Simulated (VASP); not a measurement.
A run of VASP 6.6.1 is set up as follows.

The input INCAR:

```
SYSTEM = LiF
  PREC = Accurate
  ENCUT = 520
  EDIFF = 1E-7
  ISMEAR = 0
  SIGMA = 0.05
  LREAL = .False.
  LASPH = .True.
  NELM = 80
  ALGO = Normal
  ISIF = 2
  LWAVE = .False.
  LCHARG = .True.
  GGA = CA
  LELF = .True.
  LVHAR = .True.
  NBANDS = 18
```

File KPOINTS:

```
regular mesh
0
Gamma
  9 9 6
  0 0 0
```

File POSCAR:

```
LiF
1.0
    2.8590603528      0.0000000000      0.0000000000
   -1.4295301764      2.4760188965      0.0000000000
    0.0000000000      0.0000000000      4.3960468319
Li F
2 2
Direct
    0.3333333333      0.6666666667      0.3839784076
    0.6666666667      0.3333333333      0.8839784076
    0.3333333333      0.6666666667      0.9910195924
    0.6666666667      0.3333333333      0.4910195924
```

Potentials or basis: VASP PAW LDA potentials, release 64 (Li_sv, F).

The run is started by

```sh
$ cat potpaw_LDA.64/Li_sv/POTCAR potpaw_LDA.64/F/POTCAR > POTCAR
$ mpirun -np 1 vasp_std > vasp.out
```

Predict the largest force.

0.060 eV/Å.

Predict the band gap on the k mesh.

8.88 eV, direct.

Forces in eV/Å, atoms in the order of the input:
```
Li   0.000  0.000  0.060
Li   0.000  0.000  0.060
F    0.000  0.000 -0.060
F    0.000  0.000 -0.060
```

 A k mesh can miss the band edges.
